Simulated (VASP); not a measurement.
Wanted: the native input for a VASP 6.6.1 run.

```
Task                   : single point
Functional             : PBEsol
Potentials or basis    : VASP PAW PBE potentials, release 64 (Sn_d, O)
Cutoff                 : 520 eV
k mesh                 : 6 × 6 × 8
Occupations            : gaussian, width 0.05 eV
Spin                   : no spin polarisation
Dipole correction      : no
Further INCAR settings : ALGO = Normal; EDIFF = 1e-07; NBANDS = 35
```

The structure of SnO2 lies in POSCAR:

```
SnO2
1.0
    4.8083047542      0.0000000000      0.0000000000
    0.0000000000      4.8083047542      0.0000000000
    0.0000000000      0.0000000000      3.2380235508
Sn O
2 4
Direct
    0.0000000000      0.0000000000      0.0000000000
    0.5000000000      0.5000000000      0.5000000000
    0.3062980674      0.3062980674      0.0000000000
    0.1937019326      0.8062980674      0.5000000000
    0.6937019326      0.6937019326      0.0000000000
    0.8062980674      0.1937019326      0.5000000000
```

This cell differs from its parent crystal: atoms displaced along a vibrational mode, the cell strained.

One way to write it, as run:

INCAR

```
SYSTEM = SnO2
PREC = Accurate
ENCUT = 520
EDIFF = 1E-7
ISMEAR = 0
SIGMA = 0.05
LREAL = .False.
LASPH = .True.
NELM = 100
ALGO = Normal
ISIF = 2
LWAVE = .False.
LCHARG = .False.
GGA = PS
NBANDS = 35
```

KPOINTS

```
regular mesh
0
Gamma
  6 6 8
  0 0 0
```

Potentials or basis: VASP PAW PBE potentials, release 64 (Sn_d, O).

Launch:

```bash
$ cat potpaw_PBE.64/Sn_d/POTCAR potpaw_PBE.64/O/POTCAR > POTCAR
$ mpirun -np 1 vasp_std > vasp.out
```

It gave:

```yaml
Pressure: -4.0 GPa
Largest_force: 0.064 eV/Å
Band_gap_on_the_k_mesh: 0.64 eV
```

Caveat: the cell differs from its parent crystal (atoms displaced along a vibrational mode, the cell strained); the cell stands under tension; the PAW data sets were made with another functional, which shifts forces and pressure a little; spin-orbit coupling is left out, which moves the levels of the heavy elements.

Run time: 2.7 min on 1 thread of Intel Xeon 8259CL, on a shared host, peak memory 0.24 GiB.
